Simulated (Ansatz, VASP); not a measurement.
# One calculation of KAg, two programs

```
K Ag
1.0
    -2.14667    2.81298    5.67888
     2.14667   -2.81298    5.67888
     2.14667    2.81298   -5.67888
K Ag
2 2
Cartesian
  0.0000 1.4065 6.8471
  2.1467 1.4065 -1.1682
  2.1467 1.4065 3.7482
  0.0000 1.4065 1.9307
```

Alike in both runs: functional PBE; k mesh 6 × 6 × 6; occupations gaussian, width 0.1 eV; no spin polarisation.

Ansatz relaxed the structure, and its values are those at the end. VASP's run is a single point on that final structure, the one shown.

```csv
,VASP,Ansatz
version,VASP 6.6.1,Ansatz 0.2.0
potentials or method,"VASP PAW PBE potentials, release 64 (K_sv, Ag), cutoff 520 eV","scalar-relativistic, plane waves, PAW"
valence electrons in the cell,40,56
```

```tsv
	VASP	Ansatz	Ansatz less VASP
gap on the k mesh at the Fermi level (eV)	none	none	-
pressure (GPa)	0.0	0.0	0.00
```

A gap of «none» marks a metal or a gap that the smearing closes. With one functional, cell and mesh, what is left measures potentials, basis and numerics. VASP's potentials hold 40 valence electrons a cell and Ansatz's 56, so a difference there can come from the potentials and not from the codes.
